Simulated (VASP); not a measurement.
# YTl2Si2 (I4/mmm) in VASP: single point with PBE

Aim: the single point of YTl2Si2 with PBE.

Everything below comes from runs of VASP 6.6.1. Logs are shortened: lines on timing, memory, paths and dates and some standing lists are left out, and cuts for length are marked.

## Step 1: The cell of the first run

The structure is tetragonal, space group I4/mmm (No. 139). The conventional cell has a = 4.539 Å, b = 4.539 Å, c = 10.707 Å, α = 90.00°, β = 90.00°, γ = 90.00°. Y (site symmetry 4/mmm) has 10 Si at 3.48 to 4.02 Å and 8 Tl at 3.51 Å and 4 Y at 4.54 Å within 4.6 Å. Within 3.5 Å of Si (site symmetry 4mm) lie 4 Tl at 2.63 Å and 1 Si at 2.68 Å and 4 Y at 3.48 Å. Within 3.5 Å of Tl (site symmetry -4m2) lie 4 Si at 2.63 Å and 4 Tl at 3.21 Å.

## Step 2: Single point, PBE

Contents of INCAR:

```
PREC = Accurate
ENCUT = 520
EDIFF = 1E-7
ISMEAR = -1
SIGMA = 0.0532
LREAL = False
LASPH = True
NELM = 100
ALGO = Normal
ISIF = 2
LWAVE = False
LCHARG = True
GGA = PE
LELF = True
LVHAR = True
NBANDS = 30
```

Contents of KPOINTS:

```
regular mesh
0
Gamma
  8 8 8
```

Contents of POSCAR:

```
YTl2Si2
1.0
    0.0000000000      4.5393370000      0.0000000000
    4.5393370000      0.0000000000      0.0000000000
    2.2696690000      2.2696690000     -5.3533980000
Y Si Tl
1 2 2
Direct
    0.0000000000      0.0000000000      0.0000000000
    0.3750000000      0.3750000000      0.2500000000
    0.6250000000      0.6250000000      0.7500000000
    0.7500000000      0.2500000000      0.5000000000
    0.2500000000      0.7500000000      0.5000000000
```

Potentials or basis: VASP PAW PBE potentials, release 64 (Y_sv, Si, Tl_d).

On the command line:

```bash
> cat potpaw_PBE.64/Y_sv/POTCAR potpaw_PBE.64/Si/POTCAR potpaw_PBE.64/Tl_d/POTCAR > POTCAR
> mpirun -np 1 vasp_std > vasp.out
```

OUTCAR:

```text
PREC = Accurate
   ENCUT = 520
   EDIFF = 1E-7
   ISMEAR = -1
   LREAL = False
   LASPH = True
   NELM = 100
   ISIF = 2
   GGA = PE

 ion  position               nearest neighbor table
   1  0.000  0.000  0.000-   3 3.48   2 3.48   3 3.48   2 3.48   2 3.48   3 3.48   3 3.48   2 3.48
                             4 3.51   5 3.51   5 3.51   4 3.51   5 3.51   4 3.51   5 3.51   4 3.51
   2  0.375  0.375  0.250-   5 2.63   4 2.63   4 2.63   5 2.63   3 2.68   1 3.48   1 3.48   1 3.48
                             1 3.48
   3  0.625  0.625  0.750-   5 2.63   4 2.63   4 2.63   5 2.63   2 2.68   1 3.48   1 3.48   1 3.48
                             1 3.48
   4  0.750  0.250  0.500-   2 2.63   3 2.63   3 2.63   2 2.63   5 3.21   5 3.21   5 3.21   5 3.21
                             1 3.51   1 3.51   1 3.51   1 3.51
   5  0.250  0.750  0.500-   2 2.63   3 2.63   3 2.63   2 2.63   4 3.21   4 3.21   4 3.21   4 3.21
                             1 3.51   1 3.51   1 3.51   1 3.51

  LATTYP: Found a body centered tetragonal cell.
 ALAT       =     4.5393370000
 C/A-ratio  =     2.3586695590

  Lattice vectors:

 A1 = (  -2.2696690000,   2.2696680000,   5.3533980000)
 A2 = (   2.2696680000,  -2.2696690000,   5.3533980000)
 A3 = (   2.2696690000,   2.2696690000,  -5.3533980000)

Analysis of symmetry for initial positions (statically):
=====================================================================
 Subroutine PRICEL returns:
 Original cell was already a primitive cell.

 Routine SETGRP: Setting up the symmetry group for a
 body centered tetragonal supercell.

 Subroutine GETGRP returns: Found 16 space group operations
 (whereof 16 operations were pure point group operations)
 out of a pool of 16 trial point group operations.

The static configuration has the point symmetry D_4h.

Analysis of symmetry for dynamics (positions and initial velocities):
=====================================================================
 Subroutine PRICEL returns:
 Original cell was already a primitive cell.

 Routine SETGRP: Setting up the symmetry group for a
 body centered tetragonal supercell.

 Subroutine GETGRP returns: Found 16 space group operations
 (whereof 16 operations were pure point group operations)
 out of a pool of 16 trial point group operations.

The dynamic configuration has the point symmetry D_4h.

 Subroutine INISYM returns: Found 16 space group operations
 (whereof 16 operations are pure point group operations),
 and found     1 'primitive' translations

[... 104 lines left out ...]
   IBRION =     -1    ionic relax: 0-MD 1-quasi-New 2-CG
   NFREE  =      0    steps in history (QN), initial steepest desc. (CG)
   ISIF   =      2    stress and relaxation
   ISYM   =      2    0-nonsym 1-usesym 2-fastsym
   POTIM  = 0.5000    time-step for ionic-motion
   TEBEG  =    0.0;   TEEND  =   0.0 temperature during run
   PSTRESS=    0.0 pullay stress
   NELECT =      45.0000    total number of electrons
   NUPDOWN=      -1.0000    fix difference up-down
   EMIN   =  10.00;   EMAX   =-10.00  energy-range for DOS
   EFERMI =   0.00;   METHOD = LEGACY
   ISMEAR =    -1;   SIGMA  =   0.05  broadening in eV -4-tet -1-fermi 0-gaus
   EFERMI_NEDOS =   21; number of points for ismear=-14 and -15
   IALGO  =     38    algorithm
   IMIX   =      4    mixing-type and parameters
     AMIX     =   0.40;   BMIX     =  1.00
     AMIX_MAG =   1.60;   BMIX_MAG =  1.00
  volume/ion in A,a.u.               =      22.06       148.88
  Fermi-wavevector in a.u.,A,eV,Ry     =   1.214155  2.294421 20.057340  1.474173
  Thomas-Fermi vector in A             =   2.349584
   LORBIT       =      0    0 simple, 1 ext, 2 COOP (PROOUT), +10 PAW based schemes
   GGA     = PE    functional components
   LHFCALC =     F    Hartree Fock is set to
   AEXX    =    0.0000 exact exchange contribution
   IVDW    =     0    specifies the selected vdW correction
   LEPSILON=     F    determine dielectric tensor
   LRPA    =     F    only Hartree local field effects (RPA)
 non-spin polarized calculation
  energy-cutoff  :      520.00
  volume of cell :      110.31
 maximum number of plane-waves:      3007
 NGX is ok and might be reduce to    36
   NGX = 17   NGY = 17   NGZ = 23

 number of electron      44.9999995 magnetization

 Free energy of the ion-electron system (eV)
  ---------------------------------------------------
  ext. energy  EPLUGINS =         0.00000000
  ---------------------------------------------------
  free energy    TOTEN  =       -19.36299999 eV

  energy without entropy =      -19.34366783  energy(sigma->0) =      -19.35333391

 E-fermi :   7.7561     XC(G=0): -10.5640

 val. band max:        7.7470956817   @ k =   0.2500   0.2500   0.1250
 cond. band min:       7.7606480807   @ k =   0.5000   0.0000   0.1250
 fundamental gap:      0.0135523990
 Fermi energy:         7.7561305927

 k-point     1 :       0.0000    0.0000    0.0000
  band No.  band energies     occupation
      1     -36.2876      2.00000
      2     -16.2553      2.00000
      3     -16.2140      2.00000
      4     -16.2140      2.00000
      5      -5.3891      2.00000
      6      -5.2080      2.00000
[... 781 lines left out ...]
     29      10.6184      0.00000
     30      10.8653      0.00000

 [... further k-points ...]

------------------------ aborting loop because EDIFF is reached ----------------------------------------

  FORCE on cell =-STRESS in cart. coord.  units (eV):
  Direction    XX          YY          ZZ          XY          YZ          ZX
  --------------------------------------------------------------------------------------
  -------------------------------------------------------------------------------------
  Total        9.3312166      9.3312166      2.9938685      0.0000000     -0.0000003     -0.0000003
  in kB      135.5296972    135.5296972     43.4839431      0.0000000     -0.0000041     -0.0000041
  external PRESSURE =     104.8477792 kB  Pullay stress =       0.0000000 kB

 VOLUME and BASIS-vectors are now :
 -----------------------------------------------------------------------------
  energy-cutoff  :      520.00
  volume of cell :      110.31
      direct lattice vectors                 reciprocal lattice vectors
     0.000000000  4.539337000  0.000000000     0.000000000  0.220296488  0.093398643
     4.539337000  0.000000000  0.000000000     0.220296488  0.000000000  0.093398643
     2.269669000  2.269669000 -5.353398000     0.000000000  0.000000000 -0.186797245

 POSITION                                       TOTAL-FORCE (eV/Angst)
 -----------------------------------------------------------------------------------
      0.00000      0.00000      0.00000        -0.000000      0.000000      0.000000
      2.26967      2.26967     -1.33835        -0.000000     -0.000000      2.812206
      4.53934      4.53934     -4.01505         0.000000      0.000000     -2.812206
      2.26967      4.53934     -2.67670         0.000000      0.000000      0.000000
      4.53934      2.26967     -2.67670        -0.000000     -0.000000     -0.000000
 -----------------------------------------------------------------------------------
    total drift:                                0.000000      0.000000     -0.000000

  FREE ENERGIE OF THE ION-ELECTRON SYSTEM (eV)
  ---------------------------------------------------
  free  energy   TOTEN  =       -19.3629999889 eV

  energy  without entropy=      -19.3436678348  energy(sigma->0) =      -19.35333391
```

OSZICAR:

```text
N       E                     dE             d eps       ncg     rms          rms(c)
DAV:   1     0.219708748474E+03    0.21971E+03   -0.22629E+04  3540   0.140E+03
DAV:   2    -0.118386933547E+02   -0.23155E+03   -0.22518E+03  3948   0.305E+02
DAV:   3    -0.209220801490E+02   -0.90834E+01   -0.88644E+01  5378   0.452E+01
DAV:   4    -0.211444883336E+02   -0.22241E+00   -0.22128E+00  4936   0.598E+00
DAV:   5    -0.211493212856E+02   -0.48330E-02   -0.48310E-02  4556   0.768E-01    0.191E+01
DAV:   6    -0.194570350505E+02    0.16923E+01   -0.31199E+00  4300   0.836E+00    0.134E+01
DAV:   7    -0.193887285734E+02    0.68306E-01   -0.10442E+00  4922   0.453E+00    0.692E+00
DAV:   8    -0.194063903878E+02   -0.17662E-01   -0.49587E-01  3950   0.248E+00    0.180E+00
DAV:   9    -0.193631791253E+02    0.43211E-01   -0.15514E-01  4050   0.137E+00    0.272E-01
DAV:  10    -0.193630439324E+02    0.13519E-03   -0.65160E-03  4158   0.349E-01    0.334E-01
DAV:  11    -0.193630047255E+02    0.39207E-04   -0.74057E-04  4324   0.127E-01    0.234E-02
DAV:  12    -0.193630022219E+02    0.25036E-05   -0.60383E-05  5296   0.299E-02    0.199E-02
DAV:  13    -0.193630002363E+02    0.19856E-05   -0.71348E-06  4334   0.115E-02    0.932E-03
DAV:  14    -0.193629998925E+02    0.34380E-06   -0.15878E-06  4502   0.542E-03    0.327E-03
DAV:  15    -0.193629999889E+02   -0.96397E-07   -0.62174E-08  2512   0.127E-03
   1 F= -.19363000E+02 E0= -.19353334E+02  d E =-.193322E-01
```

Run time: 2.4 min. Hardware: 1 thread of Intel Xeon 6975P-C, shared host; peak memory 0.38 GiB.

Results:

* Free energy: -19.3630 eV
* Pressure: 10.5 GPa
* Largest force: 2.812 eV/Å

Forces in eV/Å, atoms in the order of the input:
```
Y    0.000  0.000  0.000
Si   0.000  0.000  2.812
Si   0.000  0.000 -2.812
Tl   0.000  0.000  0.000
Tl   0.000  0.000  0.000
```

Stress tensor (GPa, compression positive):
```
13.55  0.00  0.00
 0.00 13.55  0.00
 0.00  0.00  4.35
```

Caveat: spin-orbit coupling is left out, which moves the levels of the heavy elements; forces of over 1 eV/Å act on the atoms, so gaps and moduli don't describe the material at rest.
